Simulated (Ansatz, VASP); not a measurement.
Two plane-wave programs on SnO

POSCAR

```
SnO
1.0
    3.7358428604      0.0000000000      0.0000000000
    0.0000000000      3.7358428604      0.0000000000
    0.0000000000      0.0000000000      4.7871523832
Sn O
2 2
Direct
    0.5000000000      0.0000000000      0.7646261400
    0.0000000000      0.5000000000      0.2353738600
    0.0000000000      0.0000000000      0.0000000000
    0.5000000000      0.5000000000      0.0000000000
```

Contents of INCAR.step1:

```
SYSTEM = SnO
ALGO = Normal
EDIFF = 1E-4
ENCUT = 520
GGA = PE
ISMEAR = -1
LASPH = .TRUE.
LCHARG = .FALSE.
LREAL = .FALSE.
LWAVE = .TRUE.
NBANDS = 28
NELM = 60
PREC = Accurate
SIGMA = 0.05
```

File INCAR.step2:

```
SYSTEM = SnO
ALGO = Normal
EDIFF = 1E-6
ENCUT = 520
ISIF = 2
ISMEAR = -1
ISTART = 1
LASPH = .TRUE.
LCHARG = .FALSE.
LMIXTAU = .TRUE.
LREAL = .FALSE.
LWAVE = .FALSE.
METAGGA = R2SCAN
NBANDS = 28
NELM = 60
PREC = Accurate
SIGMA = 0.05
```

The input KPOINTS:

```
k-points
0
G
  7 7 6
  0 0 0
```

The input input.yaml:

```yaml
crystal:
  lattice:
    - [3.7358428604, 0.0, 0.0]
    - [0.0, 3.7358428604, 0.0]
    - [0.0, 0.0, 4.7871523832]
  atoms:
    - { symbol: Sn, position: [0.5, 0.0, 0.76462614] }
    - { symbol: Sn, position: [0.0, 0.5, 0.23537386] }
    - { symbol: O, position: [0.0, 0.0, 0.0] }
    - { symbol: O, position: [0.5, 0.5, 0.0] }
hamiltonian:
  xc: r2scan
  pseudopotentials: { kind: paw }
kpoints:
  mp_grid: { grid: [7, 7, 6] }
scf:
  occupations: { method: fermi_dirac, width: 0.05 }
output:
  forces: true
  stress: true
  eigenvalues: true
```

Alike in both runs: task single point; functional r2SCAN; k mesh 7 × 7 × 6; occupations fermi-dirac, width 0.05 eV; no spin polarisation.

|  | VASP | Ansatz |
| --- | --- | --- |
| version | VASP 6.6.1 | Ansatz 0.2.0 |
| potentials or method | VASP PAW PBE potentials, release 64 (Sn_d, O) | Ansatz PAW |
| plane-wave cutoff (eV) | 520 | 500 |
| valence electrons in the cell | 40 | 40 |

|  | VASP | Ansatz | Ansatz less VASP |
| --- | --- | --- | --- |
| gap on the k mesh at the Fermi level (eV) | 0.24 | 0.23 | -0.011 |
| least direct gap on the mesh (eV) | 2.33 | 2.37 | +0.042 |
| pressure (GPa) | 7.1 | 6.4 | -0.72 |
| traceless stress, the component that is largest in VASP (GPa) | -1.18 | -1.10 | +0.078 |
| rms of the force components (eV/Å) | 0.399 | 0.332 | -0.0669 |

VASP's potentials were made for PBE, not for r2SCAN. Atom by atom the forces differ by 0.067 eV/Å (rms over components).

Noted on Ansatz's run: odd divisions of the mesh miss points on the zone boundary, where band edges often lie, so the gap on the mesh can be too wide.
